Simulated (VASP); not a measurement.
# InAs (I-4m2) in VASP: single point with PBE

Aim: the single point of InAs with PBE.

Everything below comes from runs of VASP 6.6.1. Logs are shortened: lines on timing, memory, paths and dates and some standing lists are left out, and cuts for length are marked.

## (1) The cell of the first run

It takes space group I-4m2 (No. 119, tetragonal). The conventional cell has a = 4.200 Å, b = 4.200 Å, c = 6.187 Å, α = 90.00°, β = 90.00°, γ = 90.00°. In (site symmetry -4m2) has 4 As at 2.61 Å within 3.4 Å. Within 3.4 Å of As (site symmetry -4m2) lie 4 In at 2.61 Å.

## (2) Single point, PBE (normal strain along x -0.0400, normal strain along y -0.0400)

The input, INCAR:

```
  PREC = Accurate
  ENCUT = 520
  EDIFF = 1E-6
  ISMEAR = 0
  SIGMA = 0.15
  LREAL = F
  LASPH = T
  NELM = 80
  ALGO = Normal
  ISIF = 2
  LWAVE = F
  LCHARG = F
  GGA = PE
  NBANDS = 16
```

The input, KPOINTS:

```
regular mesh
0
Gamma
  12 12 12
```

The input, POSCAR:

```
InAs
1.0
    0.0000000000      3.0934008768      2.9696648417
    2.9696648417      0.0000000000      2.9696648417
    2.9696648417      3.0934008768      0.0000000000
In As
1 1
Direct
    0.0000000000      0.0000000000      0.0000000000
    0.7500000000      0.7500000000      0.7500000000
```

Potentials or basis: VASP PAW PBE potentials, release 64 (In_d, As).

Started as:

```bash
$ cat potpaw_PBE.64/In_d/POTCAR potpaw_PBE.64/As/POTCAR > POTCAR
$ mpirun -np 1 vasp_std > vasp.out
```

OUTCAR:

```text
PREC = Accurate
   ENCUT = 520
   EDIFF = 1E-6
   ISMEAR = 0
   LREAL = F
   LASPH = T
   NELM = 80
   ISIF = 2
   GGA = PE

 ion  position               nearest neighbor table
   1  0.000  0.000  0.000-   2 2.61   2 2.61   2 2.61   2 2.61
   2  0.750  0.750  0.750-   1 2.61   1 2.61   1 2.61   1 2.61

  LATTYP: Found a body centered tetragonal cell.
 ALAT       =     4.1997402948
 C/A-ratio  =     1.4731391275

  Lattice vectors:

 A1 = (   0.0000000000,  -3.0934008768,   2.9696648417)
 A2 = (   0.0000000000,  -3.0934008768,  -2.9696648417)
 A3 = (   2.9696648417,   3.0934008768,   0.0000000000)

Analysis of symmetry for initial positions (statically):
=====================================================================
 Subroutine PRICEL returns:
 Original cell was already a primitive cell.

 Routine SETGRP: Setting up the symmetry group for a
 body centered tetragonal supercell.

 Subroutine GETGRP returns: Found  8 space group operations
 (whereof  8 operations were pure point group operations)
 out of a pool of 16 trial point group operations.

The static configuration has the point symmetry D_2d.

Analysis of symmetry for dynamics (positions and initial velocities):
=====================================================================
 Subroutine PRICEL returns:
 Original cell was already a primitive cell.

 Routine SETGRP: Setting up the symmetry group for a
 body centered tetragonal supercell.

 Subroutine GETGRP returns: Found  8 space group operations
 (whereof  8 operations were pure point group operations)
 out of a pool of 16 trial point group operations.

The dynamic configuration has the point symmetry D_2d.

 Subroutine INISYM returns: Found  8 space group operations
 (whereof  8 operations are pure point group operations),
 and found     1 'primitive' translations

----------------------------------------------------------------------------------------

                                     Primitive cell

  volume of cell :      54.5608

  direct lattice vectors                    reciprocal lattice vectors
     0.000000000  3.093400877  2.969664842    -0.168369168  0.161634402  0.168369168
     2.969664842  0.000000000  2.969664842     0.168369168 -0.161634402  0.168369168
     2.969664842  3.093400877  0.000000000     0.168369168  0.161634402 -0.168369168

  length of vectors
     4.288127593  4.199740295  4.288127593     0.287788175  0.287788175  0.287788175

  position of ions in fractional coordinates (direct lattice)
     0.000000000  0.000000000  0.000000000
     0.750000000  0.750000000  0.750000000

  ion indices of the primitive-cell ions
   primitive index   ion index
                 1           1
                 2           2

----------------------------------------------------------------------------------------

 KPOINTS: regular mesh

Automatic generation of k-mesh.
 Grid dimensions read from file:
 generate k-points for:   12   12   12

 Generating k-lattice:

  Cartesian coordinates                     Fractional coordinates (reciprocal lattice)
    -0.014030764  0.013469533  0.014030764     0.083333333  0.000000000  0.000000000
     0.014030764 -0.013469533  0.014030764     0.000000000  0.083333333  0.000000000
     0.014030764  0.013469533 -0.014030764     0.000000000  0.000000000  0.083333333

  Length of vectors
     0.023982348  0.023982348  0.023982348

  Shift w.r.t. Gamma in fractional coordinates (k-lattice)
     0.000000000  0.000000000  0.000000000

 Subroutine IBZKPT returns following result:
 ===========================================

 Found    163 irreducible k-points:

 Following reciprocal coordinates:
            Coordinates               Weight
  0.000000  0.000000  0.000000      1.000000
  0.083333  0.000000  0.000000      8.000000
  0.166667  0.000000  0.000000      8.000000
  0.250000  0.000000  0.000000      8.000000
  0.333333  0.000000  0.000000      8.000000
  0.416667  0.000000  0.000000      8.000000
[... 16 lines left out ...]
  0.500000  0.166667  0.000000     16.000000
 -0.416667  0.166667  0.000000     16.000000
 [... further k-points ...]
   k-points           NKPTS =    163   k-points in BZ     NKDIM =    163   number of bands    NBANDS=     16
   number of dos      NEDOS =    301   number of ions     NIONS =      2
   total plane-waves  NPLWV =  32768
   dimension x,y,z NGX =    32 NGY =   32 NGZ =   32
   dimension x,y,z NGXF=    64 NGYF=   64 NGZF=   64
   ions per type =               1   1
   NGX,Y,Z   is equivalent  to a cutoff of  12.41, 12.67, 12.41 a.u.
   NGXF,Y,Z  is equivalent  to a cutoff of  24.81, 25.33, 24.81 a.u.
 SYSTEM =  unknown system
   PREC   = accura    normal or accurate (medium, high low for compatibility)
   ISTART =      0    job   : 0-new  1-cont  2-samecut
   ICHARG =      2    charge: 1-file 2-atom 10-const
   ISPIN  =      1    spin polarized calculation?
   LNONCOLLINEAR =      F non collinear calculations
   LSORBIT =      F    spin-orbit coupling
   LASPH  =      T    aspherical Exc in radial PAW
   ENCUT  =  520.0 eV  38.22 Ry    6.18 a.u.   7.97  7.81  7.97*2*pi/ulx,y,z
   NELM   =     80;   NELMIN=  2; NELMDL= -5     # of ELM steps
   EDIFF  = 0.1E-05   stopping-criterion for ELM
   LREAL  =      F    real-space projection
   EDIFFG = 0.1E-04   stopping-criterion for IOM
   NSW    =      0    number of steps for IOM
   IBRION =     -1    ionic relax: 0-MD 1-quasi-New 2-CG
   NFREE  =      0    steps in history (QN), initial steepest desc. (CG)
   ISIF   =      2    stress and relaxation
   ISYM   =      2    0-nonsym 1-usesym 2-fastsym
   POTIM  = 0.5000    time-step for ionic-motion
   TEBEG  =    0.0;   TEEND  =   0.0 temperature during run
   PSTRESS=    0.0 pullay stress
   NELECT =      18.0000    total number of electrons
   NUPDOWN=      -1.0000    fix difference up-down
   EMIN   =  10.00;   EMAX   =-10.00  energy-range for DOS
   EFERMI =   0.00;   METHOD = LEGACY
   ISMEAR =     0;   SIGMA  =   0.15  broadening in eV -4-tet -1-fermi 0-gaus
   EFERMI_NEDOS =   21; number of points for ismear=-14 and -15
   IALGO  =     38    algorithm
   IMIX   =      4    mixing-type and parameters
     AMIX     =   0.40;   BMIX     =  1.00
     AMIX_MAG =   1.60;   BMIX_MAG =  1.00
  volume/ion in A,a.u.               =      27.28       184.10
  Fermi-wavevector in a.u.,A,eV,Ry     =   1.131198  2.137654 17.410137  1.279609
  Thomas-Fermi vector in A             =   2.267896
   LORBIT       =      0    0 simple, 1 ext, 2 COOP (PROOUT), +10 PAW based schemes
   GGA     = PE    functional components
   LHFCALC =     F    Hartree Fock is set to
   AEXX    =    0.0000 exact exchange contribution
   IVDW    =     0    specifies the selected vdW correction
   LEPSILON=     F    determine dielectric tensor
   LRPA    =     F    only Hartree local field effects (RPA)
 non-spin polarized calculation
 Gauss-broadening in eV      SIGMA  =   0.15
  energy-cutoff  :      520.00
  volume of cell :       54.56
 maximum number of plane-waves:      1488
   NGX = 15   NGY = 15   NGZ = 15

 number of electron      17.9999998 magnetization

 Free energy of the ion-electron system (eV)
  ---------------------------------------------------
  ext. energy  EPLUGINS =         0.00000000
  ---------------------------------------------------
  free energy    TOTEN  =        -7.64685398 eV

  energy without entropy =       -7.64662563  energy(sigma->0) =       -7.64673980

 E-fermi :   4.8003     XC(G=0):  -9.1530

 val. band max:        4.7101603332   @ k =   0.0000   0.0000   0.0000
 cond. band min:       5.5005187573   @ k =   0.0833   0.0000   0.0000
 fundamental gap:      0.7903584241
 Fermi energy:         4.8002626939

 k-point     1 :       0.0000    0.0000    0.0000
  band No.  band energies     occupation
      1      -9.7890      2.00000
      2      -9.7734      2.00000
      3      -9.7734      2.00000
      4      -9.6505      2.00000
      5      -9.6459      2.00000
      6      -7.3024      2.00000
[... 8 lines left out ...]
     15      13.9608      0.00000
     16      14.5890      0.00000

 k-point     2 :       0.0833    0.0000    0.0000
  band No.  band energies     occupation
      1      -9.7924      2.00000
      2      -9.7768      2.00000
      3      -9.7706      2.00000
      4      -9.6509      2.00000
      5      -9.6457      2.00000
      6      -7.2281      2.00000
[... 8 lines left out ...]
     15      13.4419      0.00000
     16      14.0473      0.00000

 k-point     3 :       0.1667    0.0000    0.0000
  band No.  band energies     occupation
      1      -9.8149      2.00000
      2      -9.7726      2.00000
      3      -9.7634      2.00000
      4      -9.6514      2.00000
      5      -9.6447      2.00000
      6      -7.0134      2.00000
[... 8 lines left out ...]
     15      13.3894      0.00000
     16      13.4560      0.00000

 k-point     4 :       0.2500    0.0000    0.0000
  band No.  band energies     occupation
      1      -9.8476      2.00000
      2      -9.7640      2.00000
      3      -9.7545      2.00000
      4      -9.6512      2.00000
      5      -9.6423      2.00000
      6      -6.6843      2.00000
[... 8 lines left out ...]
     15      13.3163      0.00000
     16      13.3187      0.00000

 k-point     5 :       0.3333    0.0000    0.0000
  band No.  band energies     occupation
      1      -9.8786      2.00000
      2      -9.7564      2.00000
      3      -9.7470      2.00000
      4      -9.6496      2.00000
      5      -9.6383      2.00000
      6      -6.2932      2.00000
[... 8 lines left out ...]
     15      13.7379      0.00000
     16      13.8245      0.00000

 k-point     6 :       0.4167    0.0000    0.0000
  band No.  band energies     occupation
      1      -9.9004      2.00000
      2      -9.7519      2.00000
      3      -9.7425      2.00000
      4      -9.6473      2.00000
      5      -9.6342      2.00000
      6      -5.9423      2.00000
[... 8 lines left out ...]
     15      14.5939      0.00000
     16      14.8225      0.00000

 k-point     7 :       0.5000    0.0000    0.0000
  band No.  band energies     occupation
      1      -9.9081      2.00000
      2      -9.7505      2.00000
      3      -9.7411      2.00000
      4      -9.6462      2.00000
      5      -9.6325      2.00000
      6      -5.7923      2.00000
[... 8 lines left out ...]
     15      15.3041      0.00000
     16      15.5571      0.00000

 k-point     8 :       0.0833    0.0833    0.0000
  band No.  band energies     occupation
      1      -9.7900      2.00000
      2      -9.7828      2.00000
      3      -9.7684      2.00000
      4      -9.6524      2.00000
      5      -9.6446      2.00000
      6      -7.2011      2.00000
[... 8 lines left out ...]
     15      13.3087      0.00000
     16      14.1739      0.00000

 k-point     9 :       0.1667    0.0833    0.0000
  band No.  band energies     occupation
      1      -9.8130      2.00000
      2      -9.7741      2.00000
      3      -9.7621      2.00000
      4      -9.6546      2.00000
      5      -9.6428      2.00000
      6      -7.0312      2.00000
[... 8 lines left out ...]
     15      13.5298      0.00000
     16      13.9201      0.00000
[... 172 lines left out ...]
 k-point    19 :       0.1667    0.1667    0.0000
  band No.  band energies     occupation
      1      -9.8319      2.00000
      2      -9.7659      2.00000
      3      -9.7545      2.00000
      4      -9.6593      2.00000
      5      -9.6400      2.00000
      6      -6.9095      2.00000
[... 8 lines left out ...]
     15      14.1187      0.00000
     16      14.5123      0.00000

 k-point    20 :       0.2500    0.1667    0.0000
  band No.  band energies     occupation
      1      -9.8586      2.00000
      2      -9.7552      2.00000
      3      -9.7458      2.00000
      4      -9.6631      2.00000
      5      -9.6369      2.00000
      6      -6.6615      2.00000
[... 8 lines left out ...]
     15      14.3406      0.00000
     16      14.9578      0.00000

 k-point    21 :       0.3333    0.1667    0.0000
  band No.  band energies     occupation
      1      -9.8852      2.00000
      2      -9.7462      2.00000
      3      -9.7383      2.00000
      4      -9.6644      2.00000
      5      -9.6339      2.00000
      6      -6.3201      2.00000
[... 8 lines left out ...]
     15      14.5566      0.00000
     16      15.0083      0.00000

 k-point    22 :       0.4167    0.1667    0.0000
  band No.  band energies     occupation
      1      -9.9061      2.00000
      2      -9.7408      2.00000
      3      -9.7335      2.00000
      4      -9.6621      2.00000
      5      -9.6318      2.00000
      6      -5.9509      2.00000
[... 8 lines left out ...]
     15      14.8335      0.00000
     16      15.5511      0.00000

 k-point    23 :       0.5000    0.1667    0.0000
  band No.  band energies     occupation
      1      -9.9175      2.00000
      2      -9.7387      2.00000
      3      -9.7319      2.00000
      4      -9.6575      2.00000
      5      -9.6323      2.00000
      6      -5.6744      2.00000
[... 8 lines left out ...]
     15      15.1497      0.00000
     16      15.6025      0.00000

 k-point    24 :      -0.4167    0.1667    0.0000
  band No.  band energies     occupation
      1      -9.9171      2.00000
      2      -9.7390      2.00000
      3      -9.7333      2.00000
      4      -9.6532      2.00000
      5      -9.6356      2.00000
      6      -5.6379      2.00000
[... 8 lines left out ...]
     15      14.4122      0.00000
     16      14.9494      0.00000

 [... further k-points ...]

------------------------ aborting loop because EDIFF is reached ----------------------------------------

  FORCE on cell =-STRESS in cart. coord.  units (eV):
  Direction    XX          YY          ZZ          XY          YZ          ZX
  --------------------------------------------------------------------------------------
  -------------------------------------------------------------------------------------
  Total        1.8040625      1.3242049      1.8040625      0.0000000     -0.0000000      0.0000000
  in kB       52.9762334     38.8852318     52.9762334      0.0000000     -0.0000000      0.0000000
  external PRESSURE =      48.2792329 kB  Pullay stress =       0.0000000 kB

 VOLUME and BASIS-vectors are now :
 -----------------------------------------------------------------------------
  energy-cutoff  :      520.00
  volume of cell :       54.56
      direct lattice vectors                 reciprocal lattice vectors
     0.000000000  3.093400877  2.969664842    -0.168369168  0.161634402  0.168369168
     2.969664842  0.000000000  2.969664842     0.168369168 -0.161634402  0.168369168
     2.969664842  3.093400877  0.000000000     0.168369168  0.161634402 -0.168369168

 POSITION                                       TOTAL-FORCE (eV/Angst)
 -----------------------------------------------------------------------------------
      0.00000      0.00000      0.00000        -0.000000     -0.000000     -0.000000
      4.45450      4.64010      4.45450         0.000000      0.000000      0.000000
 -----------------------------------------------------------------------------------
    total drift:                                0.000000      0.000000      0.000000

  FREE ENERGIE OF THE ION-ELECTRON SYSTEM (eV)
  ---------------------------------------------------
  free  energy   TOTEN  =        -7.6468539769 eV

  energy  without entropy=       -7.6466256289  energy(sigma->0) =       -7.64673980
```

Wall time 39 s (1 thread of Intel Xeon Platinum 8559C (Emerald Rapids), shared host); peak memory 0.28 GiB.

Results:

| Item | Value |
| --- | --- |
| Free energy | -7.6469 eV |
| Pressure | 4.8 GPa |
| Band gap on the k mesh | zero (filled and empty bands touch) |

Caveat: the cell differs from its parent crystal (normal strain along x -0.0400, normal strain along y -0.0400); spin-orbit coupling is left out, which moves the levels of the heavy elements.
